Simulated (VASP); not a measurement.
# MgO2 (R-3m) in VASP: single point with LDA

Aim: the single point of MgO2 with LDA.

All numbers are computed with VASP 6.6.1; they aren't measurements. Logs are shortened: lines on timing, memory, paths and dates and some standing lists are left out, and cuts for length are marked.

### Step 1. The cell of the first run

It takes space group R-3m (No. 166, trigonal). The conventional cell has a = 3.210 Å, b = 3.210 Å, c = 10.482 Å, α = 90.00°, β = 90.00°, γ = 120.00°. Within 2.8 Å of Mg (site symmetry -3m) lie 6 O at 2.11 Å. O (site symmetry 3m) has 1 O at 1.49 Å within 2.0 Å.

### Step 2. Single point, LDA

The input, INCAR:

```
SYSTEM = MgO2
  ALGO = Normal
  EDIFF = 1E-6
  ENCUT = 840
  GGA_COMPAT = .False.
  ISIF = 2
  ISMEAR = -1
  LASPH = .True.
  LCHARG = .True.
  LELF = .True.
  LREAL = .False.
  LVHAR = .True.
  LWAVE = .False.
  NBANDS = 18
  NELM = 120
  PREC = Accurate
  SIGMA = 0.02
```

The input, KPOINTS:

```
k-points
0
Gamma
  12 12 12
  0 0 0
```

The input, POSCAR:

```
MgO2
1.0
    1.6047610160      0.9265092046      3.4939788749
   -1.6047610160      0.9265092046      3.4939788749
    0.0000000000     -1.8530184092      3.4939788749
Mg O
1 2
Direct
    0.0000000000      0.0000000000      0.0000000000
    0.4287860000      0.4287860000      0.4287860000
    0.5712140000      0.5712140000      0.5712140000
```

Potentials or basis: VASP PAW LDA potentials, release 64 (Mg_sv, O).

The run is started by

```console
> cat potpaw_LDA.64/Mg_sv/POTCAR potpaw_LDA.64/O/POTCAR > POTCAR
> mpirun -np 1 vasp_std > vasp.out
```

OUTCAR:

```text
SYSTEM = MgO2
   EDIFF = 1E-6
   ENCUT = 840
   ISIF = 2
   ISMEAR = -1
   LASPH = .True.
   LREAL = .False.
   NELM = 120
   PREC = Accurate

 ion  position               nearest neighbor table
   1  0.000  0.000  0.000-   3 2.11   3 2.11   2 2.11   2 2.11   3 2.11   2 2.11
   2  0.429  0.429  0.429-   3 1.49   1 2.11   1 2.11   1 2.11
   3  0.571  0.571  0.571-   2 1.49   1 2.11   1 2.11   1 2.11

  LATTYP: Found a trigonal (rhomboedric) cell.
 ALAT       =     3.9549419216
 COS(alpha) =     0.6707160928

  Lattice vectors:

 A1 = (   1.6047610160,   0.9265092046,   3.4939788749)
 A2 = (  -1.6047610160,   0.9265092046,   3.4939788749)
 A3 = (   0.0000000000,  -1.8530184092,   3.4939788749)

Analysis of symmetry for initial positions (statically):
=====================================================================
 Subroutine PRICEL returns:
 Original cell was already a primitive cell.

 Routine SETGRP: Setting up the symmetry group for a
 trigonal (rhombohedral) supercell.

 Subroutine GETGRP returns: Found 12 space group operations
 (whereof 12 operations were pure point group operations)
 out of a pool of 12 trial point group operations.

The static configuration has the point symmetry D_3d.

Analysis of symmetry for dynamics (positions and initial velocities):
=====================================================================
 Subroutine PRICEL returns:
 Original cell was already a primitive cell.

 Routine SETGRP: Setting up the symmetry group for a
 trigonal (rhombohedral) supercell.

 Subroutine GETGRP returns: Found 12 space group operations
 (whereof 12 operations were pure point group operations)
 out of a pool of 12 trial point group operations.

The dynamic configuration has the point symmetry D_3d.

 Subroutine INISYM returns: Found 12 space group operations
 (whereof 12 operations are pure point group operations),
 and found     1 'primitive' translations

----------------------------------------------------------------------------------------

                                     Primitive cell

  volume of cell :      31.1696

  direct lattice vectors                    reciprocal lattice vectors
     1.604761016  0.926509205  3.493978875     0.311572873  0.179886682  0.095402218
    -1.604761016  0.926509205  3.493978875    -0.311572873  0.179886682  0.095402218
     0.000000000 -1.853018409  3.493978875     0.000000000 -0.359773364  0.095402218

  length of vectors
     3.954941922  3.954941922  3.954941922     0.372207545  0.372207545  0.372207545

  position of ions in fractional coordinates (direct lattice)
     0.000000000  0.000000000  0.000000000
     0.428786000  0.428786000  0.428786000
     0.571214000  0.571214000  0.571214000

  ion indices of the primitive-cell ions
   primitive index   ion index
                 1           1
                 2           2
                 3           3

----------------------------------------------------------------------------------------

 KPOINTS: k-points

Automatic generation of k-mesh.
 Grid dimensions read from file:
 generate k-points for:   12   12   12

 Generating k-lattice:

  Cartesian coordinates                     Fractional coordinates (reciprocal lattice)
     0.025964406  0.014990557  0.007950185     0.083333333 -0.000000000  0.000000000
    -0.025964406  0.014990557  0.007950185    -0.000000000  0.083333333  0.000000000
     0.000000000 -0.029981114  0.007950185     0.000000000  0.000000000  0.083333333

  Length of vectors
     0.031017295  0.031017295  0.031017295

  Shift w.r.t. Gamma in fractional coordinates (k-lattice)
     0.000000000  0.000000000  0.000000000

 Subroutine IBZKPT returns following result:
 ===========================================

 Found    189 irreducible k-points:

 Following reciprocal coordinates:
            Coordinates               Weight
  0.000000  0.000000  0.000000      1.000000
  0.083333 -0.000000 -0.000000      6.000000
  0.166667 -0.000000  0.000000      6.000000
  0.250000 -0.000000  0.000000      6.000000
  0.333333 -0.000000  0.000000      6.000000
  0.416667 -0.000000  0.000000      6.000000
[... 16 lines left out ...]
  0.500000  0.166667  0.000000     12.000000
 -0.416667  0.166667  0.000000     12.000000
 [... further k-points ...]
   k-points           NKPTS =    189   k-points in BZ     NKDIM =    189   number of bands    NBANDS=     18
   number of dos      NEDOS =    301   number of ions     NIONS =      3
   total plane-waves  NPLWV =  64000
   dimension x,y,z NGX =    40 NGY =   40 NGZ =   40
   dimension x,y,z NGXF=    80 NGYF=   80 NGZF=   80
   ions per type =               1   2
   NGX,Y,Z   is equivalent  to a cutoff of  16.81, 16.81, 16.81 a.u.
   NGXF,Y,Z  is equivalent  to a cutoff of  33.63, 33.63, 33.63 a.u.
 SYSTEM =  MgO2
   PREC   = accura    normal or accurate (medium, high low for compatibility)
   ISTART =      0    job   : 0-new  1-cont  2-samecut
   ICHARG =      2    charge: 1-file 2-atom 10-const
   ISPIN  =      1    spin polarized calculation?
   LNONCOLLINEAR =      F non collinear calculations
   LSORBIT =      F    spin-orbit coupling
   LASPH  =      T    aspherical Exc in radial PAW
   ENCUT  =  840.0 eV  61.74 Ry    7.86 a.u.   9.35  9.35  9.35*2*pi/ulx,y,z
   NELM   =    120;   NELMIN=  2; NELMDL= -5     # of ELM steps
   EDIFF  = 0.1E-05   stopping-criterion for ELM
   LREAL  =      F    real-space projection
   EDIFFG = 0.1E-04   stopping-criterion for IOM
   NSW    =      0    number of steps for IOM
   IBRION =     -1    ionic relax: 0-MD 1-quasi-New 2-CG
   NFREE  =      0    steps in history (QN), initial steepest desc. (CG)
   ISIF   =      2    stress and relaxation
   ISYM   =      2    0-nonsym 1-usesym 2-fastsym
   POTIM  = 0.5000    time-step for ionic-motion
   TEBEG  =    0.0;   TEEND  =   0.0 temperature during run
   PSTRESS=    0.0 pullay stress
   NELECT =      22.0000    total number of electrons
   NUPDOWN=      -1.0000    fix difference up-down
   EMIN   =  10.00;   EMAX   =-10.00  energy-range for DOS
   EFERMI =   0.00;   METHOD = LEGACY
   ISMEAR =    -1;   SIGMA  =   0.02  broadening in eV -4-tet -1-fermi 0-gaus
   EFERMI_NEDOS =   21; number of points for ismear=-14 and -15
   IALGO  =     38    algorithm
   IMIX   =      4    mixing-type and parameters
     AMIX     =   0.40;   BMIX     =  1.00
     AMIX_MAG =   1.60;   BMIX_MAG =  1.00
  volume/ion in A,a.u.               =      10.39        70.11
  Fermi-wavevector in a.u.,A,eV,Ry     =   1.457601  2.754466 28.906928  2.124599
  Thomas-Fermi vector in A             =   2.574383
   LORBIT       =      0    0 simple, 1 ext, 2 COOP (PROOUT), +10 PAW based schemes
   GGA     = CA    functional components
   LHFCALC =     F    Hartree Fock is set to
   AEXX    =    0.0000 exact exchange contribution
   IVDW    =     0    specifies the selected vdW correction
   LEPSILON=     F    determine dielectric tensor
   LRPA    =     F    only Hartree local field effects (RPA)
 non-spin polarized calculation
  energy-cutoff  :      840.00
  volume of cell :       31.17
 maximum number of plane-waves:      1744
 NGX is ok and might be reduce to    40
   NGX = 19   NGY = 19   NGZ = 19

 number of electron      21.9999995 magnetization

 Free energy of the ion-electron system (eV)
  ---------------------------------------------------
  ext. energy  EPLUGINS =         0.00000000
  ---------------------------------------------------
  free energy    TOTEN  =       -18.28161203 eV

  energy without entropy =      -18.28161203  energy(sigma->0) =      -18.28161203

 E-fermi :   2.5887     XC(G=0): -11.0044

 val. band max:        2.1933311343   @ k =   0.5000   0.5000   0.5000
 cond. band min:       4.3515221266   @ k =   0.5000   0.5000   0.5000
 fundamental gap:      2.1581909922
 Fermi energy:         2.5886809612

 k-point     1 :       0.0000    0.0000    0.0000
  band No.  band energies     occupation
      1     -70.3384      2.00000
      2     -37.8456      2.00000
      3     -37.8206      2.00000
      4     -37.8206      2.00000
      5     -18.8716      2.00000
      6     -12.0058      2.00000
[... 10 lines left out ...]
     17      16.6967      0.00000
     18      18.3950      0.00000

 k-point     2 :       0.0833   -0.0000   -0.0000
  band No.  band energies     occupation
      1     -70.3382      2.00000
      2     -37.8453      2.00000
      3     -37.8229      2.00000
      4     -37.8210      2.00000
      5     -18.8383      2.00000
      6     -12.0275      2.00000
[... 10 lines left out ...]
     17      16.8870      0.00000
     18      18.0836      0.00000

 k-point     3 :       0.1667   -0.0000    0.0000
  band No.  band energies     occupation
      1     -70.3378      2.00000
      2     -37.8445      2.00000
      3     -37.8294      2.00000
      4     -37.8224      2.00000
      5     -18.7458      2.00000
      6     -12.0867      2.00000
[... 10 lines left out ...]
     17      17.3800      0.00000
     18      17.4409      0.00000

 k-point     4 :       0.2500   -0.0000    0.0000
  band No.  band energies     occupation
      1     -70.3372      2.00000
      2     -37.8436      2.00000
      3     -37.8380      2.00000
      4     -37.8243      2.00000
      5     -18.6156      2.00000
      6     -12.1676      2.00000
[... 10 lines left out ...]
     17      16.8581      0.00000
     18      18.2827      0.00000

 k-point     5 :       0.3333   -0.0000    0.0000
  band No.  band energies     occupation
      1     -70.3366      2.00000
      2     -37.8475      2.00000
      3     -37.8418      2.00000
      4     -37.8261      2.00000
      5     -18.4805      2.00000
      6     -12.2491      2.00000
[... 10 lines left out ...]
     17      16.8216      0.00000
     18      18.8641      0.00000

 k-point     6 :       0.4167   -0.0000    0.0000
  band No.  band energies     occupation
      1     -70.3361      2.00000
      2     -37.8536      2.00000
      3     -37.8412      2.00000
      4     -37.8275      2.00000
      5     -18.3781      2.00000
      6     -12.3096      2.00000
[... 10 lines left out ...]
     17      16.6764      0.00000
     18      19.0095      0.00000

 k-point     7 :       0.5000   -0.0000    0.0000
  band No.  band energies     occupation
      1     -70.3360      2.00000
      2     -37.8561      2.00000
      3     -37.8409      2.00000
      4     -37.8280      2.00000
      5     -18.3398      2.00000
      6     -12.3319      2.00000
[... 10 lines left out ...]
     17      16.5502      0.00000
     18      19.0546      0.00000

 k-point     8 :       0.0833    0.0833   -0.0000
  band No.  band energies     occupation
      1     -70.3382      2.00000
      2     -37.8454      2.00000
      3     -37.8229      2.00000
      4     -37.8211      2.00000
      5     -18.8289      2.00000
      6     -12.0711      2.00000
[... 10 lines left out ...]
     17      16.7677      0.00000
     18      18.0340      0.00000
[... 229 lines left out ...]
     17      16.9911      0.00000
     18      17.5387      0.00000

 k-point    20 :       0.2500    0.1667    0.0000
  band No.  band energies     occupation
      1     -70.3374      2.00000
      2     -37.8443      2.00000
      3     -37.8344      2.00000
      4     -37.8242      2.00000
      5     -18.6191      2.00000
      6     -12.3305      2.00000
[... 10 lines left out ...]
     17      17.2315      0.00000
     18      17.9442      0.00000

 k-point    21 :       0.3333    0.1667    0.0000
  band No.  band energies     occupation
      1     -70.3369      2.00000
      2     -37.8435      2.00000
      3     -37.8406      2.00000
      4     -37.8270      2.00000
      5     -18.5013      2.00000
      6     -12.4070      2.00000
[... 10 lines left out ...]
     17      17.4224      0.00000
     18      18.4570      0.00000

 k-point    22 :       0.4167    0.1667    0.0000
  band No.  band energies     occupation
      1     -70.3363      2.00000
      2     -37.8470      2.00000
      3     -37.8420      2.00000
      4     -37.8301      2.00000
      5     -18.3900      2.00000
      6     -12.4459      2.00000
[... 10 lines left out ...]
     17      17.1938      0.00000
     18      18.9017      0.00000

 k-point    23 :       0.5000    0.1667    0.0000
  band No.  band energies     occupation
      1     -70.3359      2.00000
      2     -37.8512      2.00000
      3     -37.8412      2.00000
      4     -37.8326      2.00000
      5     -18.3170      2.00000
      6     -12.4362      2.00000
[... 10 lines left out ...]
     17      16.7216      0.00000
     18      19.1061      0.00000

 k-point    24 :      -0.4167    0.1667    0.0000
  band No.  band energies     occupation
      1     -70.3358      2.00000
      2     -37.8527      2.00000
      3     -37.8408      2.00000
      4     -37.8335      2.00000
      5     -18.3046      2.00000
      6     -12.3790      2.00000
[... 10 lines left out ...]
     17      16.4389      0.00000
     18      19.0999      0.00000

 [... further k-points ...]

------------------------ aborting loop because EDIFF is reached ----------------------------------------

  FORCE on cell =-STRESS in cart. coord.  units (eV):
  Direction    XX          YY          ZZ          XY          YZ          ZX
  --------------------------------------------------------------------------------------
  -------------------------------------------------------------------------------------
  Total       -1.6352344     -1.6352344     -2.2423194      0.0000000      0.0000000      0.0000000
  in kB      -84.0541126    -84.0541126   -115.2594196      0.0000000      0.0000000      0.0000000
  external PRESSURE =     -94.4558816 kB  Pullay stress =       0.0000000 kB

 VOLUME and BASIS-vectors are now :
 -----------------------------------------------------------------------------
  energy-cutoff  :      840.00
  volume of cell :       31.17
      direct lattice vectors                 reciprocal lattice vectors
     1.604761016  0.926509205  3.493978875     0.311572873  0.179886682  0.095402218
    -1.604761016  0.926509205  3.493978875    -0.311572873  0.179886682  0.095402218
     0.000000000 -1.853018409  3.493978875     0.000000000 -0.359773364  0.095402218

 POSITION                                       TOTAL-FORCE (eV/Angst)
 -----------------------------------------------------------------------------------
      0.00000      0.00000      0.00000         0.000000      0.000000     -0.000000
      0.00000      0.00000      4.49451        -0.000000     -0.000000      0.277129
      0.00000      0.00000      5.98743        -0.000000      0.000000     -0.277129
 -----------------------------------------------------------------------------------
    total drift:                                0.000000     -0.000000      0.000000

  FREE ENERGIE OF THE ION-ELECTRON SYSTEM (eV)
  ---------------------------------------------------
  free  energy   TOTEN  =       -18.2816120281 eV

  energy  without entropy=      -18.2816120281  energy(sigma->0) =      -18.28161203
```

It took 2.5 min on 1 thread of Intel Xeon Platinum 8488C (Sapphire Rapids), shared host; peak memory 0.32 GiB.

What came out:

| Item | Value |
| --- | --- |
| Free energy | -18.2816 eV |
| Pressure | -9.4 GPa |
| Largest force | 0.277 eV/Å |
| Band gap on the k mesh | 2.16 eV |

Forces in eV/Å, atoms in the order of the input:
```
Mg   0.000  0.000  0.000
O    0.000  0.000  0.277
O    0.000  0.000 -0.277
```

Caveat: the cell stands under tension. A k mesh can miss the band edges.
